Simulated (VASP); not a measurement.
Wanted: the native input for a VASP 6.6.1 run.

* Task: single point
* Functional: LDA
* Potentials or basis: VASP PAW LDA potentials, release 64 (Hf_pv)
* Cutoff: 520 eV
* k mesh: 6 × 6 × 9
* Occupations: fermi-dirac, width 0.05 eV
* Spin: no spin polarisation
* Dipole correction: no
* Further INCAR settings: ALGO = Normal; EDIFF = 1e-06; NBANDS = 22

The structure of Hf lies in POSCAR:

```
Hf
1.0
    4.9290243154      0.0000000000      0.0000000000
   -2.4645121577      4.2686602729      0.0000000000
    0.0000000000      0.0000000000      3.0655186578
Hf
3
Direct
    0.0000000000      0.0000000000      0.0000000000
    0.3333333333      0.6666666667      0.5000000000
    0.6666666667      0.3333333333      0.5000000000
```

The input as run:

INCAR

```
PREC = Accurate
ENCUT = 520
EDIFF = 1E-6
ISMEAR = -1
SIGMA = 0.05
LREAL = False
LASPH = True
NELM = 80
ALGO = Normal
ISIF = 2
LWAVE = False
LCHARG = True
LELF = True
LVHAR = True
NBANDS = 22
```

KPOINTS

```
regular mesh
0
Gamma
  6 6 9
```

Potentials or basis: VASP PAW LDA potentials, release 64 (Hf_pv).

Run with:

```sh
$ cat potpaw_LDA.64/Hf_pv/POTCAR > POTCAR
$ mpirun -np 1 vasp_std > vasp.out
```

Results of the run:

- Pressure: -4.6 GPa
- Band gap on the k mesh: zero (band 15 reaches 5.13 eV, above the bottom of band 16 at 4.33 eV)

Caveat: spin-orbit coupling is left out, which moves the levels of the heavy elements.

Wall time 31 s on 1 thread of Intel(R) Xeon(R) 6975P-C (Granite Rapids) (shared host), peak memory 0.18 GiB.
